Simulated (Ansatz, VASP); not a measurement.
**Two plane-wave programs on Mo**

File INCAR:

```
PREC     = Accurate       # precision mode
ENCUT    = 520            # plane-wave cutoff, eV
EDIFF    = 1E-7           # SCF threshold, eV
ISMEAR   = 0              # smearing method
SIGMA    = 0.15           # smearing width, eV
LREAL    = F              # projectors in reciprocal space
LASPH    = T              # aspherical terms in the spheres
NELM     = 80             # most SCF steps
ALGO     = Fast           # electronic algorithm
ISIF     = 2              # what is computed and relaxed
LWAVE    = F              # write WAVECAR
LCHARG   = F              # write CHGCAR
GGA      = PE             # functional
NBANDS   = 13             # bands
```

The input KPOINTS:

```
Automatic mesh
0
Gamma
  22 22 22
```

The input POSCAR:

```
Mo
1.0
   -1.5474350000      1.5474350000      1.5474350000
    1.5474350000     -1.5474350000      1.5474350000
    1.5474350000      1.5474350000     -1.5474350000
Mo
1
Direct
    0.0000000000      0.0000000000      0.0000000000
```

Input for Ansatz:

```yaml
crystal:
  lattice:
    - [-1.547435, 1.547435, 1.547435]
    - [1.547435, -1.547435, 1.547435]
    - [1.547435, 1.547435, -1.547435]
  atoms:
    - { symbol: Mo, position: [0.0, 0.0, 0.0] }
basis:
  ecutwfc: 420
kpoints:
  mp_grid: { grid: [22, 22, 22] }
hamiltonian:
  xc: pbe
scf:
  occupations: { method: gaussian, width: 0.15 }
output:
  forces: true
  stress: true
  eigenvalues: true
```

Change from the starting cell: strain -0.015 along x and y, -0.015 along z, atoms carried along.

Alike in both runs: task single point; functional PBE; k mesh 22 × 22 × 22; occupations gaussian, width 0.15 eV; no spin polarisation.

```csv
,VASP,Ansatz
version,VASP 6.6.1,Ansatz 0.2.0
potentials or method,"VASP PAW PBE potentials, release 64 (Mo_sv), cutoff 520 eV","scalar-relativistic, plane waves, PAW"
valence electrons in the cell,14,14
```

```csv
,VASP,Ansatz,Ansatz less VASP
gap on the k mesh at the Fermi level (eV),none,none,-
pressure (GPa),19.3,18.6,-0.67
```

A gap of «none» marks a metal or a gap that the smearing closes.
